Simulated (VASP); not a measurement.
Set up this calculation in VASP 6.6.1, as the native input.

* Task: single point
* Functional: LDA
* Potentials or basis: VASP PAW LDA potentials, release 64 (Zn, O)
* Cutoff: 520 eV
* k mesh: 12 × 12 × 12
* Occupations: gaussian, width 0.05 eV
* Spin: no spin polarisation
* Dipole correction: no
* Further INCAR settings: ALGO = Normal; EDIFF = 1e-06; NBANDS = 16

The structure of ZnO lies in POSCAR:

```
ZnO
1.0
    0.0000000000      2.0415230846      2.4498277015
    2.0415230846      0.0000000000      2.4498277015
    2.0415230846      2.0415230846      0.0000000000
Zn O
1 1
Direct
    0.0000000000      0.0000000000      0.0000000000
    0.5000000000      0.5000000000      0.5000000000
```

This cell differs from its parent crystal: ratio of the length along z to the lengths across it x 1.2, volume and fractional coordinates fixed.

These files were run (other wordings do the same):

INCAR

```
SYSTEM = ZnO
  ALGO = Normal
  EDIFF = 1E-6
  ENCUT = 520
  GGA = CA
  ISIF = 2
  ISMEAR = 0
  LASPH = .TRUE.
  LCHARG = .FALSE.
  LREAL = .FALSE.
  LWAVE = .FALSE.
  NBANDS = 16
  NELM = 100
  PREC = Accurate
  SIGMA = 0.05
```

KPOINTS

```
k-points
0
G
  12 12 12
  0 0 0
```

Potentials or basis: VASP PAW LDA potentials, release 64 (Zn, O).

Run with:

```console
$ cat potpaw_LDA.64/Zn/POTCAR potpaw_LDA.64/O/POTCAR > POTCAR
$ mpirun -np 1 vasp_std > vasp.out
```

It gave:

The pressure is -5.8 GPa. The band gap on the k mesh is 0.39 eV, indirect (least direct gap 1.94 eV).

Wall time 100 s on 1 thread of AMD EPYC 7R13, on a shared host, peak memory 0.14 GiB.
